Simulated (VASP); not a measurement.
Here is a VASP 6.6.1 calculation.

The input INCAR:

```
SYSTEM = H2C19
PREC = Accurate ; ENCUT = 520
EDIFF = 1E-6 ; ISMEAR = 0
SIGMA = 0.05 ; LREAL = Auto
LASPH = .TRUE. ; NELM = 60
ALGO = Normal ; ISIF = 2
LWAVE = .FALSE. ; LCHARG = .FALSE.
GGA = PE ; NBANDS = 55
```

The input KPOINTS:

```
Automatic mesh
0
G
  2 2 1
  0 0 0
```

The input POSCAR:

```
H2C19
1.0
    7.3980000000      0.0000000000      0.0000000000
   -3.6990000000      6.4068560000      0.0000000000
    0.0000000000      0.0000000000     12.0000000000
C H
19 2
Direct
   -0.0119418634     -0.0019155575      0.0740832824
    0.2077699535      0.1077279367      0.0739815566
   -0.0130999940      0.3283524962      0.0792263130
    0.2100303564      0.4408222284      0.0741862518
   -0.0141520637      0.6650028643      0.0742142134
    0.2089724069      0.7774611509      0.0791433866
    0.3148593340     -0.0055991853      0.0832464891
    0.5377227513      0.1131141470      0.1114527678
    0.3198776871      0.3309684613      0.0743544334
    0.5431162751      0.4430616449      0.0739959347
    0.3225009058      0.6639442434      0.0791782113
    0.5394385199      0.7698392009      0.0833956835
    0.6581166024     -0.0072828873      0.1116388478
    0.8809932252      0.1114121010      0.0834461660
    0.6564491371      0.3359744450      0.0832976046
    0.8733911183      0.4418769842      0.0791875606
    0.6527589296      0.6627705909      0.0740650520
    0.8759918538      0.7748493057      0.0744547555
    0.5977296539      1.0529123510      0.2204454554
    0.7230075255      1.1784063972      0.2678616274
    0.4720232051      0.9274121012      0.2676443470
```

Potentials or basis: VASP PAW PBE potentials, release 64 (C, H).

Command:

```console
$ cat potpaw_PBE.64/C/POTCAR potpaw_PBE.64/H/POTCAR > POTCAR
$ mpirun -np 1 vasp_std > vasp.out
```

**Question.** Estimate the largest force.

**Answer.** 0.060 eV/Å.

**Question.** Predict the band gap on the k mesh.

**Answer.** 0.24 eV.

Forces on the atoms (eV/Å):
```
C    0.001  0.000 -0.006
C    0.001  0.003 -0.005
C   -0.001  0.008 -0.003
C    0.002  0.001 -0.003
C   -0.001 -0.007 -0.007
C    0.001 -0.008  0.002
C    0.011  0.010 -0.001
C   -0.023  0.011 -0.014
C    0.008 -0.002 -0.001
C    0.002  0.005 -0.006
C   -0.009  0.006  0.006
C    0.002  0.012 -0.004
C    0.027 -0.017 -0.028
C   -0.013 -0.009 -0.006
C   -0.008 -0.001 -0.006
C    0.007 -0.003  0.004
C    0.003 -0.006 -0.004
C   -0.005 -0.004 -0.003
C   -0.007  0.002  0.060
H    0.009  0.012  0.010
H   -0.005 -0.012  0.014
```

Caveat: the k points lie up to 0.49 Å⁻¹ apart.
